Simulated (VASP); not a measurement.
## BP: vibrations by perturbation theory with PBE

BP:

```
CELL_PARAMETERS angstrom
0.00000 2.24808 2.24808
2.24808 0.00000 2.24808
2.24808 2.24808 0.00000
ATOMIC_POSITIONS crystal
B 0.00000 0.00000 0.00000
P 0.75000 0.75000 0.75000
```

* Program: VASP 6.6.1
* Task: vibrations by perturbation theory
* Functional: PBE
* Potentials or basis: VASP PAW PBE potentials, release 64 (B, P)
* Cutoff: 520 eV
* k mesh: 10 × 10 × 10
* Occupations: gaussian, width 0.01 eV
* Spin: no spin polarisation
* Dipole correction: no
* Further INCAR settings: ALGO = Normal; EDIFF = 1e-08; IBRION = 8; NSW = 1

```
Electronic dielectric tensor (diagonal)                 : 9.26
Born charges (mean of the diagonal)                     : B -0.59; P +0.59 e
Highest phonon frequency at Γ, LO-TO splitting left out : 827 cm⁻¹
```

Phonon frequencies in cm⁻¹ (negative: imaginary):
```tsv
q point	frequencies
(0.000, 0.000, 0.000)	0 0 0 827 827 827
```

Electronic dielectric tensor:
```
9.26 0.00 0.00
0.00 9.26 0.00
0.00 0.00 9.26
```

Born effective charge tensors (e):
atom 1, B
```
-0.59  0.00  0.00
 0.00 -0.59  0.00
 0.00  0.00 -0.59
```
atom 2, P
```
0.59 0.00 0.00
0.00 0.59 0.00
0.00 0.00 0.59
```

Run time: 2.1 min on 1 thread of Intel(R) Xeon(R) Platinum 8488C (Sapphire Rapids) (shared host), peak memory 0.2 GiB.

Caveat: the cell wasn't relaxed at this level first, which shifts response properties.
